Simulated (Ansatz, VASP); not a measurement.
# Si: VASP beside Ansatz

```
CELL_PARAMETERS angstrom
-0.08146 2.67474 2.67474
2.67474 -0.08146 2.67474
2.67474 2.67474 -0.08146
ATOMIC_POSITIONS crystal
Si 0.50000 0.50000 0.50000
Si 0.75000 0.75000 0.75000
```

Change from the starting cell: equal xy, yz and zx shear strains of -3 %, crystal datasets.

Alike in both runs: task electric field gradients; functional LDA; k mesh 11 × 11 × 11; occupations fermi-dirac, width 0.08 eV; no spin polarisation.

|  | VASP | Ansatz |
| --- | --- | --- |
| version | VASP 6.6.1 | Ansatz 0.2.0 |
| potentials or method | VASP PAW LDA potentials, release 64 (Si), cutoff 520 eV | all-electron PAW with datasets made for the crystal, scalar-relativistic |

|  | VASP | Ansatz | Ansatz less VASP |
| --- | --- | --- | --- |
| pressure (GPa) | -1.1 | -1.2 | -0.09 |
| traceless stress, the component that is largest in VASP (GPa) | 3.24 | 3.22 | -0.019 |
| rms of the force components (eV/Å) | 0.328 | 0.327 | -0.0006 |
| size of Vzz on the site where it differs most (V/Å²) | 12.8 | 12.0 | -0.84 |

LDA's correlation is that of Perdew and Zunger in VASP and of Perdew and Wang (1992) in Ansatz. Atom by atom the forces differ by 0.001 eV/Å (rms over components). Ansatz ran all-electron here, and VASP with PAW potentials.
